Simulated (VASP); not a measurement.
Write the native input for VASP 6.6.1 that does the following.

* Task: single point
* Functional: PBEsol
* Potentials or basis: VASP PAW PBE potentials, release 64 (K_sv, Br)
* Cutoff: 500 eV
* k mesh: 6 × 6 × 6
* Occupations: gaussian, width 0.01 eV
* Spin: no spin polarisation
* Dipole correction: no
* Further INCAR settings: ALGO = Normal; EDIFF = 1e-06; NBANDS = 15

The structure of KBr lies in POSCAR:

```
KBr
1.0
    0.0000000000      3.2747271292      3.2747271292
    3.2747271292      0.0000000000      3.2747271292
    3.2747271292      3.2747271292      0.0000000000
K Br
1 1
Direct
    0.0000000000      0.0000000000      0.0000000000
    0.5000000000      0.5000000000      0.5000000000
```

The input as run:

INCAR

```
SYSTEM = KBr
PREC = Accurate
ENCUT = 500
EDIFF = 1E-6
ISMEAR = 0
SIGMA = 0.01
LREAL = .False.
LASPH = .True.
NELM = 120
ALGO = Normal
ISIF = 2
LWAVE = .False.
LCHARG = .False.
GGA = PS
NBANDS = 15
GGA_COMPAT = .False.
```

KPOINTS

```
Automatic mesh
0
Gamma
  6 6 6
  0 0 0
```

Potentials or basis: VASP PAW PBE potentials, release 64 (K_sv, Br).

The run is started by

```bash
$ cat potpaw_PBE.64/K_sv/POTCAR potpaw_PBE.64/Br/POTCAR > POTCAR
$ mpirun -np 1 vasp_std > vasp.out
```

It gave:

| Item | Value |
| --- | --- |
| Pressure | 0.1 GPa |
| Band gap on the k mesh | 4.34 eV |

Caveat: the PAW data sets were made with another functional, which shifts forces and pressure a little.

Run time: 21 s on 1 thread of Intel(R) Xeon(R) Platinum 8259CL CPU @ 2.50GHz (Skylake/Cascade Lake), on a shared host, peak memory 0.2 GiB.
